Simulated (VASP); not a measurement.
A run of VASP 6.6.1:

The input INCAR:

```
ALGO     = Normal         # electronic algorithm
EDIFF    = 1E-6           # SCF threshold, eV
EDIFFG   = -0.01          # ionic threshold
ENCUT    = 600            # plane-wave cutoff, eV
GGA      = PS             # functional
IBRION   = 2              # ionic algorithm
ISIF     = 3              # what is computed and relaxed
ISMEAR   = 0              # smearing method
LASPH    = T              # aspherical terms in the spheres
LCHARG   = F              # write CHGCAR
LREAL    = F              # projectors in reciprocal space
LWAVE    = F              # write WAVECAR
NELM     = 80             # most SCF steps
NSW      = 80             # ionic steps
PREC     = Accurate       # precision mode
SIGMA    = 0.1            # smearing width, eV
```

The input KPOINTS:

```
k-points
0
Gamma
  18 18 18
```

Contents of POSCAR:

```
Ga
1.0
    0.0000000000      2.0722494417      2.0722494417
    2.0722494417      0.0000000000      2.0722494417
    2.0722494417      2.0722494417      0.0000000000
Ga
1
Direct
    0.0000000000      0.0000000000      0.0000000000
```

Potentials or basis: VASP PAW PBE potentials, release 64 (Ga_d).

The run is started by

```sh
$ cat potpaw_PBE.64/Ga_d/POTCAR > POTCAR
$ mpirun -np 1 vasp_std > vasp.out
```

Hardware: 1 thread of Intel Xeon 8259CL, on a shared host.

**Question.** How long does it take, and how much memory?

**Answer.** Wall time 26 s on 1 thread of Intel Xeon 8259CL, with other jobs on the host, peak memory 0.17 GiB. Counts: scf iterations 10, k points 195, ion steps 1.
